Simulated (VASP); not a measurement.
Wanted: the native input for a VASP 6.6.1 run.

| Quantity | Value |
| --- | --- |
| Task | single point |
| Functional | PBE |
| Dispersion | D3(BJ) |
| Potentials or basis | VASP PAW PBE potentials, release 64 (W_sv, S) |
| Cutoff | 520 eV |
| k mesh | 12 × 12 × 4 |
| Occupations | gaussian, width 0.05 eV |
| Spin | no spin polarisation |
| Dipole correction | no |
| Further INCAR settings | ALGO = Normal; EDIFF = 1e-06; NBANDS = 35 |

The structure of WS2 lies in POSCAR:

```
WS2
1.0
    3.1542061832      0.0000000000      0.0000000000
   -1.5771030916      2.7316226834      0.0000000000
    0.0000000000      0.0000000000     12.1399091344
W S
2 4
Direct
    0.2692688485      0.5385376970      0.2500000000
    0.7307311515      0.4614623030      0.7500000000
    0.3966382414      0.7932764828      0.6202874207
    0.6033617586      0.2067235172      0.1202874207
    0.3966382414      0.7932764828      0.8797125793
    0.6033617586      0.2067235172      0.3797125793
```

This cell differs from its parent crystal: mode 4 (29.2 1/cm) frozen in, largest displacement +0.350 Å.

These files were run (other wordings do the same):

INCAR

```
PREC = Accurate ; ENCUT = 520
EDIFF = 1E-6 ; ISMEAR = 0
SIGMA = 0.05 ; LREAL = F
LASPH = T ; NELM = 100
ALGO = Normal ; ISIF = 2
LWAVE = F ; LCHARG = F
GGA = PE ; IVDW = 12
NBANDS = 35
```

KPOINTS

```
regular mesh
0
Gamma
  12 12 4
```

Potentials or basis: VASP PAW PBE potentials, release 64 (W_sv, S).

Launch:

```bash
$ cat potpaw_PBE.64/W_sv/POTCAR potpaw_PBE.64/S/POTCAR > POTCAR
$ mpirun -np 1 vasp_std > vasp.out
```

Results of the run:

```json
{
 "Pressure": "0.6 GPa",
 "Largest force": "0.200 eV/Å",
 "Band gap on the k mesh": "0.84 eV, indirect (least direct gap 1.86 eV)",
 "Dispersion energy per atom": "-0.435 eV"
}
```

Caveat: the cell differs from its parent crystal (mode 4 (29.2 1/cm) frozen in, largest displacement +0.350 Å); spin-orbit coupling is left out, which moves the levels of the heavy elements.

Wall time 9.1 min on 1 thread of Intel(R) Xeon(R) Platinum 8259CL CPU @ 2.50GHz (Skylake/Cascade Lake), with other jobs on the host, peak memory 0.49 GiB.
